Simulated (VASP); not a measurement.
A run of VASP 6.6.1 is set up as follows.

INCAR

```
SYSTEM = ZnO
ALGO = Normal
EDIFF = 1E-6
ENCUT = 520
GGA = PE
ISIF = 2
ISMEAR = 0
LASPH = .True.
LCHARG = .True.
LELF = .True.
LREAL = .False.
LVHAR = .True.
LWAVE = .False.
NBANDS = 26
NELM = 80
PREC = Accurate
SIGMA = 0.1
```

Contents of KPOINTS:

```
k-points
0
Gamma
  6 6 4
  0 0 0
```

File POSCAR:

```
ZnO
1.0
    3.2494000000      0.0000000000      0.0000000000
   -1.6247000000      2.8140629500      0.0000000000
    0.0000000000      0.0000000000      5.2038000000
Zn O
2 2
Direct
    0.3333333300      0.6666666700      0.0000000000
    0.6666666700      0.3333333300      0.5000000000
    0.3333333300      0.6666666700      0.3830000000
    0.6666666700      0.3333333300      0.8830000000
```

Potentials or basis: VASP PAW PBE potentials, release 64 (Zn, O).

Command:

```sh
$ cat potpaw_PBE.64/Zn/POTCAR potpaw_PBE.64/O/POTCAR > POTCAR
$ mpirun -np 1 vasp_std > vasp.out
```

Estimate the pressure.

6.0 GPa.

Estimate the band gap on the k mesh.

0.79 eV, direct.

What does it give for the largest force?

0.063 eV/Å.

Stress tensor (GPa, compression positive):
```
6.11 0.00 0.00
0.00 6.11 0.00
0.00 0.00 5.90
```
